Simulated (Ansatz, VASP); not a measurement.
# CoSi: VASP beside Ansatz

```
Co Si
1.0
     2.81353    0.00000    0.00000
     0.00000    2.81353    0.00000
     0.00000    0.00000    2.81353
Co Si
1 1
Direct
  0.00000 0.00000 0.00000
  0.50000 0.50000 0.50000
```

Alike in both runs: task single point; functional PBE; k mesh 16 × 16 × 16; occupations gaussian, width 0.1 eV; collinear spin.

|  | VASP | Ansatz |
| --- | --- | --- |
| version | VASP 6.6.1 | Ansatz 0.2.0 |
| potentials or method | VASP PAW PBE potentials, release 64 (Co, Si), cutoff 520 eV | scalar-relativistic, plane waves, PAW |
| valence electrons in the cell | 13 | 21 |

|  | VASP | Ansatz | Ansatz less VASP |
| --- | --- | --- | --- |
| gap on the k mesh at the Fermi level (eV) | none | none | - |
| pressure (GPa) | -5.6 | -5.4 | +0.17 |
| net moment per atom (μB) | 0.33 | 0.34 | +0.011 |
| size of the moment on the site where the two differ most (μB) | 0.66 | 0.69 | +0.031 |

Site moments also hang on the region over which each program counts them. A gap of «none» marks a metal or a gap that the smearing closes. With one functional, cell and mesh, what is left measures potentials, basis and numerics. VASP's potentials hold 13 valence electrons a cell and Ansatz's 21, so a difference there can come from the potentials and not from the codes.
